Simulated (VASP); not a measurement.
**SiC: single point with PBE**

Crystal: SiC.

```
Si C
1.0
     2.96579    0.00000    0.00000
    -1.48289    2.56845    0.00000
     0.00000    0.00000    9.70191
Si C
4 4
Direct
  0.66667 0.33333 0.93779
  0.33333 0.66667 0.43779
  0.00000 0.00000 0.68798
  0.00000 0.00000 0.18798
  0.66667 0.33333 0.74981
  0.33333 0.66667 0.24981
  0.00000 0.00000 0.50042
  0.00000 0.00000 0.00042
```

This cell differs from its parent crystal: volume scaled by 0.88, then relaxed in part.

```yaml
Program: VASP 6.6.1
Task: single point
Functional: PBE
Potentials_or_basis: VASP PAW PBE potentials, release 64 (Si, C)
Cutoff: 520 eV
k_mesh: 12 × 12 × 4
Occupations: gaussian, width 0.02 eV
Spin: no spin polarisation
Dipole_correction: no
Further_INCAR_settings: ALGO = Normal; EDIFF = 1e-06; NBANDS = 26
```

```yaml
Pressure: 34.8 GPa
Largest_force: 0.008 eV/Å
Band_gap_on_the_k_mesh: 2.24 eV, indirect (least direct gap 3.38 eV)
```

Forces in eV/Å, atoms in the order of the input:
```
Si   0.000  0.000 -0.008
Si   0.000  0.000 -0.008
Si   0.000  0.000  0.000
Si   0.000  0.000  0.000
C    0.000  0.000  0.006
C    0.000  0.000  0.006
C    0.000  0.000  0.003
C    0.000  0.000  0.003
```

Levels at points of the mesh, in eV from the valence-band top:
```csv
k point,band 12,band 13,band 14,band 15,band 16,band 17,band 18,band 19,band 20,band 21
"(0.00, 0.00, 0.00)",-0.59,-0.59,-0.05,0.00,0.00,6.09,6.66,7.34,7.55,7.55
"(0.50, 0.00, 0.00)",-2.53,-2.50,-2.32,-1.65,-1.14,2.24,2.45,4.55,5.42,5.81
"(0.00, 0.00, 0.50)",-1.07,-0.21,-0.21,-0.21,-0.21,6.30,6.30,7.72,7.72,7.72
"(0.50, 0.00, 0.50)",-3.22,-2.65,-2.65,-1.62,-1.62,2.71,2.71,4.49,4.49,6.89
```

It used 68 s of CPU time on 1 thread of Intel Xeon 6975P-C (shared host).

 A k mesh can miss the band edges.
